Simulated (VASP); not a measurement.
# Au (I4/mmm) in VASP: notebook

Au is run at these levels: PBEsol; tasks: single point.

Everything below comes from runs of VASP 6.6.1. Logs are shortened: lines on timing, memory, paths and dates and some standing lists are left out, and cuts for length are marked.

**1. The cell of the first run**

Symmetry: I4/mmm, No. 139, tetragonal system. Conventional cell: a = 3.315 Å, b = 3.315 Å, c = 3.215 Å, α = 90.00°, β = 90.00°, γ = 90.00°. Within 3.7 Å of Au (site symmetry 4/mmm) lie 14 Au at 2.84 to 3.31 Å.

**2. Single point, PBEsol (strain +0.000 along x and y, -0.030 along z)**

The input, INCAR:

```
ALGO = Fast
EDIFF = 1E-7
ENCUT = 520
GGA = PS
ISIF = 2
ISMEAR = 0
LASPH = T
LCHARG = F
LREAL = F
LWAVE = F
NBANDS = 12
NELM = 80
PREC = Accurate
SIGMA = 0.15
```

The input, KPOINTS:

```
k-points
0
Gamma
  20 20 20
```

The input, POSCAR:

```
Au
1.0
   -1.6572690000      1.6572690000      1.6075509300
    1.6572690000     -1.6572690000      1.6075509300
    1.6572690000      1.6572690000     -1.6075509300
Au
1
Direct
    0.0000000000      0.0000000000      0.0000000000
```

Potentials or basis: VASP PAW PBE potentials, release 64 (Au).

Started as:

```
cat potpaw_PBE.64/Au/POTCAR > POTCAR
mpirun -np 1 vasp_std > vasp.out
```

OUTCAR:

```text
EDIFF = 1E-7
   ENCUT = 520
   GGA = PS
   ISIF = 2
   ISMEAR = 0
   LASPH = T
   LREAL = F
   NELM = 80
   PREC = Accurate

 ion  position               nearest neighbor table
   1  0.000  0.000  0.000-

  LATTYP: Found a body centered tetragonal cell.
 ALAT       =     3.3145380000
 C/A-ratio  =     0.9700000000

  Lattice vectors:

 A1 = (  -1.6572690000,   1.6572690000,   1.6075509300)
 A2 = (   1.6572690000,  -1.6572690000,   1.6075509300)
 A3 = (   1.6572690000,   1.6572690000,  -1.6075509300)

Analysis of symmetry for initial positions (statically):
=====================================================================
 Subroutine PRICEL returns:
 Original cell was already a primitive cell.

 Routine SETGRP: Setting up the symmetry group for a
 body centered tetragonal supercell.

 Subroutine GETGRP returns: Found 16 space group operations
 (whereof 16 operations were pure point group operations)
 out of a pool of 16 trial point group operations.

The static configuration has the point symmetry D_4h.

Analysis of symmetry for dynamics (positions and initial velocities):
=====================================================================
 Subroutine PRICEL returns:
 Original cell was already a primitive cell.

 Routine SETGRP: Setting up the symmetry group for a
 body centered tetragonal supercell.

 Subroutine GETGRP returns: Found 16 space group operations
 (whereof 16 operations were pure point group operations)
 out of a pool of 16 trial point group operations.

The dynamic configuration has the point symmetry D_4h.

 Subroutine INISYM returns: Found 16 space group operations
 (whereof 16 operations are pure point group operations),
 and found     1 'primitive' translations

----------------------------------------------------------------------------------------

                                     Primitive cell

  volume of cell :      17.6608

  direct lattice vectors                    reciprocal lattice vectors
    -1.657269000  1.657269000  1.607550930     0.000000000  0.301701172  0.311032136
     1.657269000 -1.657269000  1.607550930     0.301701172  0.000000000  0.311032136
     1.657269000  1.657269000 -1.607550930     0.301701172  0.301701172  0.000000000

  length of vectors
     2.842059301  2.842059301  2.842059301     0.433318113  0.433318113  0.426669890

  position of ions in fractional coordinates (direct lattice)
     0.000000000  0.000000000  0.000000000

  ion indices of the primitive-cell ions
   primitive index   ion index
                 1           1

----------------------------------------------------------------------------------------

 KPOINTS: k-points

Automatic generation of k-mesh.
 Grid dimensions read from file:
 generate k-points for:   20   20   20

 Generating k-lattice:

  Cartesian coordinates                     Fractional coordinates (reciprocal lattice)
     0.000000000  0.015085059  0.015551607     0.050000000  0.000000000  0.000000000
     0.015085059  0.000000000  0.015551607     0.000000000  0.050000000  0.000000000
     0.015085059  0.015085059  0.000000000     0.000000000  0.000000000  0.050000000

  Length of vectors
     0.021665906  0.021665906  0.021333494

  Shift w.r.t. Gamma in fractional coordinates (k-lattice)
     0.000000000  0.000000000  0.000000000

 Subroutine IBZKPT returns following result:
 ===========================================

 Found    641 irreducible k-points:

 Following reciprocal coordinates:
            Coordinates               Weight
  0.000000  0.000000  0.000000      1.000000
  0.050000 -0.000000  0.000000      8.000000
  0.100000 -0.000000  0.000000      8.000000
  0.150000 -0.000000  0.000000      8.000000
  0.200000 -0.000000  0.000000      8.000000
  0.250000 -0.000000  0.000000      8.000000
[... 16 lines left out ...]
 -0.400000  0.050000  0.000000     16.000000
 -0.350000  0.050000 -0.000000     16.000000
 [... further k-points ...]
   k-points           NKPTS =    641   k-points in BZ     NKDIM =    641   number of bands    NBANDS=     12
   number of dos      NEDOS =    301   number of ions     NIONS =      1
   total plane-waves  NPLWV =  13824
   dimension x,y,z NGX =    24 NGY =   24 NGZ =   24
   dimension x,y,z NGXF=    48 NGYF=   48 NGZF=   48
   ions per type =               1
   NGX,Y,Z   is equivalent  to a cutoff of  14.04, 14.04, 14.04 a.u.
   NGXF,Y,Z  is equivalent  to a cutoff of  28.08, 28.08, 28.08 a.u.
 SYSTEM =  unknown system
   PREC   = accura    normal or accurate (medium, high low for compatibility)
   ISTART =      0    job   : 0-new  1-cont  2-samecut
   ICHARG =      2    charge: 1-file 2-atom 10-const
   ISPIN  =      1    spin polarized calculation?
   LNONCOLLINEAR =      F non collinear calculations
   LSORBIT =      F    spin-orbit coupling
   LASPH  =      T    aspherical Exc in radial PAW
   ENCUT  =  520.0 eV  38.22 Ry    6.18 a.u.   5.28  5.28  5.28*2*pi/ulx,y,z
   NELM   =     80;   NELMIN=  2; NELMDL= -5     # of ELM steps
   EDIFF  = 0.1E-06   stopping-criterion for ELM
   LREAL  =      F    real-space projection
   EDIFFG = 0.1E-05   stopping-criterion for IOM
   NSW    =      0    number of steps for IOM
   IBRION =     -1    ionic relax: 0-MD 1-quasi-New 2-CG
   NFREE  =      0    steps in history (QN), initial steepest desc. (CG)
   ISIF   =      2    stress and relaxation
   ISYM   =      2    0-nonsym 1-usesym 2-fastsym
   POTIM  = 0.5000    time-step for ionic-motion
   TEBEG  =    0.0;   TEEND  =   0.0 temperature during run
   PSTRESS=    0.0 pullay stress
   NELECT =      11.0000    total number of electrons
   NUPDOWN=      -1.0000    fix difference up-down
   EMIN   =  10.00;   EMAX   =-10.00  energy-range for DOS
   EFERMI =   0.00;   METHOD = LEGACY
   ISMEAR =     0;   SIGMA  =   0.15  broadening in eV -4-tet -1-fermi 0-gaus
   EFERMI_NEDOS =   21; number of points for ismear=-14 and -15
   IALGO  =     68    algorithm
   IMIX   =      4    mixing-type and parameters
     AMIX     =   0.40;   BMIX     =  1.00
     AMIX_MAG =   1.60;   BMIX_MAG =  1.00
  volume/ion in A,a.u.               =      17.66       119.18
  Fermi-wavevector in a.u.,A,eV,Ry     =   1.398091  2.642009 26.594747  1.954659
  Thomas-Fermi vector in A             =   2.521283
   LORBIT       =      0    0 simple, 1 ext, 2 COOP (PROOUT), +10 PAW based schemes
   GGA     = PS    functional components
   LHFCALC =     F    Hartree Fock is set to
   AEXX    =    0.0000 exact exchange contribution
   IVDW    =     0    specifies the selected vdW correction
   LEPSILON=     F    determine dielectric tensor
   LRPA    =     F    only Hartree local field effects (RPA)
 non-spin polarized calculation
 RMM-DIIS sequential band-by-band and
 Gauss-broadening in eV      SIGMA  =   0.15
  energy-cutoff  :      520.00
  volume of cell :       17.66
 maximum number of plane-waves:       486
 NGX is ok and might be reduce to    24
   NGX = 11   NGY = 11   NGZ = 11

 number of electron      11.0000001 magnetization

 Free energy of the ion-electron system (eV)
  ---------------------------------------------------
  ext. energy  EPLUGINS =         0.00000000
  ---------------------------------------------------
  free energy    TOTEN  =        -3.89350236 eV

  energy without entropy =       -3.89068468  energy(sigma->0) =       -3.89209352

 E-fermi :   8.7241     XC(G=0): -12.6768

 val. band max:        8.7237068247   @ k =  -0.1000  -0.4500   0.1000
 cond. band min:       8.7347474120   @ k =   0.5000   0.4000   0.0000
 fundamental gap:      0.0110405873
 Fermi energy:         8.7241043872

 k-point     1 :       0.0000    0.0000    0.0000
  band No.  band energies     occupation
      1      -0.8430      2.00000
      2       3.9018      2.00000
      3       4.0965      2.00000
      4       4.0965      2.00000
      5       5.7472      2.00000
      6       5.9770      2.00000
      7      25.0032      0.00000
      8      25.0032      0.00000
      9      25.5537      0.00000
     10      32.0470      0.00000
     11      32.0471      0.00000
     12      33.0428      0.00000

 k-point     2 :       0.0500   -0.0000    0.0000
  band No.  band energies     occupation
      1      -0.7523      2.00000
      2       3.9105      2.00000
      3       4.0974      2.00000
      4       4.1211      2.00000
      5       5.7437      2.00000
      6       5.9505      2.00000
      7      25.0253      0.00000
      8      25.1174      0.00000
      9      25.5337      0.00000
     10      31.0044      0.00000
     11      31.7294      0.00000
     12      31.7326      0.00000

 k-point     3 :       0.1000   -0.0000    0.0000
  band No.  band energies     occupation
      1      -0.4853      2.00000
      2       3.8658      2.00000
      3       4.0974      2.00000
      4       4.2671      2.00000
      5       5.7241      2.00000
      6       5.8962      2.00000
      7      24.9933      0.00000
      8      25.3727      0.00000
      9      25.4515      0.00000
     10      29.6403      0.00000
     11      30.2558      0.00000
     12      30.8553      0.00000
[... 286 lines left out ...]
 k-point    23 :      -0.4000    0.0500    0.0000
  band No.  band energies     occupation
      1       1.8191      2.00000
      2       3.0868      2.00000
      3       5.4022      2.00000
      4       5.8154      2.00000
      5       6.1466      2.00000
      6       6.9807      2.00000
      7      15.5391      0.00000
      8      21.5288      0.00000
      9      23.0689      0.00000
     10      29.2214      0.00000
     11      29.7245      0.00000
     12      32.5839      0.00000

 k-point    24 :      -0.3500    0.0500   -0.0000
  band No.  band energies     occupation
      1       1.6936      2.00000
      2       3.2123      2.00000
      3       4.7316      2.00000
      4       5.7022      2.00000
      5       5.9933      2.00000
      6       6.3847      2.00000
      7      17.5774      0.00000
      8      22.1648      0.00000
      9      24.0792      0.00000
     10      28.5762      0.00000
     11      29.4334      0.00000
     12      32.1323      0.00000

 [... further k-points ...]
[... 5 lines left out ...]
  --------------------------------------------------------------------------------------
  -------------------------------------------------------------------------------------
  Total       -0.6294957     -0.6294957     -0.6445243      0.0000000     -0.0000000      0.0000000
  in kB      -57.1074268    -57.1074268    -58.4708118      0.0000000     -0.0000000      0.0000000
  external PRESSURE =     -57.5618884 kB  Pullay stress =       0.0000000 kB

 VOLUME and BASIS-vectors are now :
 -----------------------------------------------------------------------------
  energy-cutoff  :      520.00
  volume of cell :       17.66
      direct lattice vectors                 reciprocal lattice vectors
    -1.657269000  1.657269000  1.607550930     0.000000000  0.301701172  0.311032136
     1.657269000 -1.657269000  1.607550930     0.301701172  0.000000000  0.311032136
     1.657269000  1.657269000 -1.607550930     0.301701172  0.301701172  0.000000000

 POSITION                                       TOTAL-FORCE (eV/Angst)
 -----------------------------------------------------------------------------------
      0.00000      0.00000      0.00000        -0.000000      0.000000     -0.000000
 -----------------------------------------------------------------------------------
    total drift:                               -0.000000      0.000000      0.000000

  FREE ENERGIE OF THE ION-ELECTRON SYSTEM (eV)
  ---------------------------------------------------
  free  energy   TOTEN  =        -3.8935023584 eV

  energy  without entropy=       -3.8906846824  energy(sigma->0) =       -3.89209352
```

Run time: 39 s. Hardware: 1 thread of Intel Xeon 6975P-C (Granite Rapids), shared host; peak memory 0.25 GiB.

Results:

* Free energy: -3.8935 eV
* Pressure: -5.8 GPa

Stress tensor (GPa, compression positive):
```
-5.71  0.00  0.00
 0.00 -5.71  0.00
 0.00  0.00 -5.85
```

Levels at points of the mesh, in eV from the Fermi level:
```
           k point  band 4  band 5  band 6  band 7  band 8  band 9
(0.00, 0.00, 0.00)   -4.63   -2.98   -2.75   16.28   16.28   16.83
(0.50, 0.00, 0.00)   -2.59   -1.39   -0.51    3.41   12.16   13.37
(0.50, 0.50, 0.00)   -2.73   -1.43   -0.68    3.16   12.59   14.07
(0.50, 0.50, 0.50)   -1.79   -1.72    5.90    5.90    6.78    9.21
```

Caveat: the cell differs from its parent crystal (strain +0.000 along x and y, -0.030 along z); the PAW data sets were made with another functional, which shifts forces and pressure a little; spin-orbit coupling is left out, which moves the levels of the heavy elements.

**3. Single point, PBEsol (strain +0.015 along x and y, -0.030 along z)**

The input, INCAR:

```
  PREC = Accurate
  ENCUT = 520
  EDIFF = 1E-7
  ISMEAR = 0
  SIGMA = 0.15
  LREAL = F
  LASPH = T
  NELM = 100
  ALGO = Normal
  ISIF = 2
  LWAVE = F
  LCHARG = F
  GGA = PS
  NBANDS = 12
```

The input, KPOINTS:

```
regular mesh
0
Gamma
  20 20 20
```

The input, POSCAR:

```
Au
1.0
   -1.6821280350      1.6821280350      1.6075509300
    1.6821280350     -1.6821280350      1.6075509300
    1.6821280350      1.6821280350     -1.6075509300
Au
1
Direct
    0.0000000000      0.0000000000      0.0000000000
```

Potentials or basis: VASP PAW PBE potentials, release 64 (Au).

Started as:

```
cat potpaw_PBE.64/Au/POTCAR > POTCAR
mpirun -np 1 vasp_std > vasp.out
```

It took 30 s on 1 thread of Intel Xeon 6975P-C (Granite Rapids), shared host; peak memory 0.25 GiB.

It converged, with:

```yaml
Free_energy: -3.8684 eV
Pressure: -9.5 GPa
```

Stress tensor (GPa, compression positive):
```
-9.39  0.00  0.00
 0.00 -9.39  0.00
 0.00  0.00 -9.85
```

Levels at points of the mesh, in eV from the Fermi level:
```
           k point  band 3  band 4  band 5  band 6  band 7  band 8  band 9  band 10
(0.00, 0.00, 0.00)   -4.45   -4.45   -2.98   -2.65   16.16   16.16   16.98    22.67
(0.50, 0.00, 0.00)   -2.90   -2.49   -1.42   -0.36    3.27   12.05   13.05    20.39
(0.50, 0.50, 0.00)   -3.17   -2.72   -1.46   -0.62    2.91   12.71   14.07    21.72
(0.50, 0.50, 0.50)   -1.80   -1.80   -1.71    5.73    5.73    7.02    8.81    14.81
```

Caveat: the cell differs from its parent crystal (strain +0.015 along x and y, -0.030 along z); the PAW data sets were made with another functional, which shifts forces and pressure a little; spin-orbit coupling is left out, which moves the levels of the heavy elements.

(Continued in part 2 of 2.)
